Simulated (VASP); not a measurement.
A run of VASP 6.6.1 is set up as follows.

The input INCAR:

```
PREC     = Accurate       # precision mode
ENCUT    = 520            # plane-wave cutoff, eV
EDIFF    = 1E-6           # SCF threshold, eV
ISMEAR   = 0              # smearing method
SIGMA    = 0.05           # smearing width, eV
LREAL    = False          # projectors in reciprocal space
LASPH    = True           # aspherical terms in the spheres
NELM     = 80             # most SCF steps
ALGO     = Normal         # electronic algorithm
ISIF     = 2              # what is computed and relaxed
LWAVE    = False          # write WAVECAR
LCHARG   = False          # write CHGCAR
GGA      = PS             # functional
NBANDS   = 18             # bands
```

KPOINTS

```
regular mesh
0
Gamma
  8 1 6
```

POSCAR

```
P
1.0
    3.3822395516      0.0000000000      0.0000000000
    0.0000000000     35.9027419197      0.0000000000
    0.0000000000      0.0000000000      4.7710472513
P
4
Direct
    0.0000000000      0.9702614300      0.5921507200
    0.0000000000      0.0297385700      0.4078492800
    0.5000000000      0.0297385700      0.0921507200
    0.5000000000      0.9702614300      0.9078492800
```

Potentials or basis: VASP PAW PBE potentials, release 64 (P).

Launch:

```sh
$ cat potpaw_PBE.64/P/POTCAR > POTCAR
$ mpirun -np 1 vasp_std > vasp.out
```

(1) What does it give for the largest force?

(2) Predict the band gap on the k mesh.

## Answers

(1) 0.519 eV/Å.

(2) 0.96 eV.

Caveat: the cell differs from its parent crystal (strain +0.030 along x and y, +0.030 along z); there is no dipole correction, which matters where the two faces differ; the PAW data sets were made with another functional, which shifts forces and pressure a little.
